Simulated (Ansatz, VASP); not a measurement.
Two plane-wave programs on AlCu3

The input POSCAR:

```
AlCu3
1.0
    0.0000000000      2.9473657377      2.9473657377
    2.9473657377      0.0000000000      2.9473657377
    2.9473657377      2.9473657377      0.0000000000
Al Cu
1 3
Direct
    0.0000000000      0.0000000000      0.0000000000
    0.5000000000      0.5000000000      0.5000000000
    0.2500000000      0.2500000000      0.2500000000
    0.7500000000      0.7500000000      0.7500000000
```

The input INCAR.step1:

```
SYSTEM = AlCu3
PREC = Accurate ; ENCUT = 520
ISMEAR = 0 ; SIGMA = 0.1
LREAL = .False. ; LASPH = .True.
NELM = 80 ; NBANDS = 26
GGA = PE ; ALGO = Normal
EDIFF = 1E-4 ; LWAVE = .True.
LCHARG = .False.
```

The input INCAR.step2:

```
SYSTEM = AlCu3
PREC = Accurate ; ENCUT = 520
EDIFF = 1E-6 ; ISMEAR = 0
SIGMA = 0.1 ; LREAL = .False.
LASPH = .True. ; NELM = 80
ALGO = Normal ; ISIF = 2
LWAVE = .False. ; LCHARG = .False.
METAGGA = R2SCAN ; LMIXTAU = .True.
NBANDS = 26 ; ISTART = 1
```

File KPOINTS:

```
Automatic mesh
0
Gamma
  12 12 12
  0 0 0
```

Input for Ansatz:

```yaml
crystal:
  lattice:
    - [0.0, 2.9473657377, 2.9473657377]
    - [2.9473657377, 0.0, 2.9473657377]
    - [2.9473657377, 2.9473657377, 0.0]
  atoms:
    - { symbol: Al, position: [0.0, 0.0, 0.0] }
    - { symbol: Cu, position: [0.5, 0.5, 0.5] }
    - { symbol: Cu, position: [0.25, 0.25, 0.25] }
    - { symbol: Cu, position: [0.75, 0.75, 0.75] }
basis:
  ecutwfc: 500
kpoints:
  mp_grid: { grid: [12, 12, 12] }
hamiltonian:
  xc: r2scan
scf:
  occupations: { method: gaussian, width: 0.1 }
output:
  forces: true
  stress: true
  eigenvalues: true
```

Alike in both runs: task single point; functional r2SCAN; k mesh 12 × 12 × 12; occupations gaussian, width 0.1 eV; no spin polarisation.

```csv
,VASP,Ansatz
version,VASP 6.6.1,Ansatz 0.2.0
potentials or method,"VASP PAW PBE potentials, release 64 (Al, Cu), cutoff 520 eV","scalar-relativistic, plane waves, PAW"
valence electrons in the cell,36,60
```

|  | VASP | Ansatz | Ansatz less VASP |
| --- | --- | --- | --- |
| gap on the k mesh at the Fermi level (eV) | none | none | - |
| pressure (GPa) | -7.4 | -7.7 | -0.28 |

VASP's potentials were made for PBE, not for r2SCAN. A gap of «none» marks a metal or a gap that the smearing closes. With one functional, cell and mesh, what is left measures potentials, basis and numerics. VASP's potentials hold 36 valence electrons a cell and Ansatz's 60, so a difference there can come from the potentials and not from the codes.
